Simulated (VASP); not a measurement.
Wanted: the native input for a VASP 6.6.1 run.

| Item | Value |
| --- | --- |
| Task | single point |
| Functional | PBE |
| Potentials or basis | VASP PAW PBE potentials, release 64 (K_sv, I) |
| Cutoff | 520 eV |
| k mesh | 6 × 6 × 6 |
| Occupations | fermi-dirac, width 0.02 eV |
| Spin | no spin polarisation |
| Dipole correction | no |
| Further INCAR settings | ALGO = Normal; EDIFF = 1e-07; NBANDS = 15 |

The structure of KI lies in POSCAR:

```
KI
1.0
    0.0000000000      3.4728423075      3.6302865000
    3.4728423075      0.0000000000      3.6302865000
    3.4728423075      3.4728423075      0.0000000000
K I
1 1
Direct
    0.0000000000      0.0000000000      0.0000000000
    0.5000000000      0.5000000000      0.5000000000
```

This cell differs from its parent crystal: z stretched by +3 % at fixed volume.

These files were run (other wordings do the same):

INCAR

```
ALGO = Normal
EDIFF = 1E-7
ENCUT = 520
GGA = PE
ISIF = 2
ISMEAR = -1
LASPH = T
LCHARG = F
LREAL = F
LWAVE = F
NBANDS = 15
NELM = 60
PREC = Accurate
SIGMA = 0.02
```

KPOINTS

```
k-points
0
Gamma
  6 6 6
```

Potentials or basis: VASP PAW PBE potentials, release 64 (K_sv, I).

Launch:

```console
$ cat potpaw_PBE.64/K_sv/POTCAR potpaw_PBE.64/I/POTCAR > POTCAR
$ mpirun -np 1 vasp_std > vasp.out
```

Results of the run:

- Pressure: 0.8 GPa
- Band gap on the k mesh: 3.97 eV, direct

Caveat: spin-orbit coupling is left out, which moves the levels of the heavy elements.

Run time: 74 s on 1 thread of AMD EPYC 7R43 64-Core Processor (Zen 3) (shared host), peak memory 0.2 GiB.
